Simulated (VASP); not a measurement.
The system is BeTe.

```
Be Te
1.0
     0.00000    2.83187    2.83187
     2.83187    0.00000    2.83187
     2.83187    2.83187    0.00000
Be Te
1 1
Cartesian
  0.0000 0.0000 0.0000
  1.4159 1.4159 1.4159
```

```yaml
Program: VASP 6.6.1
Task: relaxation of cell and atoms
Functional: LDA
Potentials_or_basis: VASP PAW LDA potentials, release 64 (Be, Te)
Cutoff: 600 eV
k_mesh: 8 × 8 × 8
Occupations: fermi-dirac, width 0.02 eV
Spin: no spin polarisation
```

At the start: pressure -3.1 GPa; volume 22.71 Å³/atom.

Q: How do energy, volume and symmetry change on relaxing?

A: Over 3 steps the energy falls by 12.1 meV/atom and the volume is 21.51 Å³/atom (-5.3 %); space group F-43m (No. 216, to 0.05 Å).

Step by step:
| step | energy change (eV) | largest force (eV/Å) | pressure (GPa) | volume (Å³) |
| --- | --- | --- | --- | --- |
| 1 | 0.0000 | 0.0000 | -3.10 | 45.42 |
| 2 | -0.0234 | 0.0000 | 0.64 | 42.60 |
| 3 | -0.0243 | 0.0000 | 0.02 | 43.02 |

Final structure:
```cif
data_structure
_symmetry_space_group_name_H-M 'P 1'
_symmetry_Int_Tables_number 1
_cell_length_a 3.9329
_cell_length_b 3.9329
_cell_length_c 3.9329
_cell_angle_alpha 60.000
_cell_angle_beta 60.000
_cell_angle_gamma 60.000
_cell_volume 43.02
loop_
_atom_site_label
_atom_site_type_symbol
_atom_site_fract_x
_atom_site_fract_y
_atom_site_fract_z
_atom_site_occupancy
Be1 Be 0.00000 0.00000 0.00000 1
Te1 Te 0.25000 0.25000 0.25000 1
```
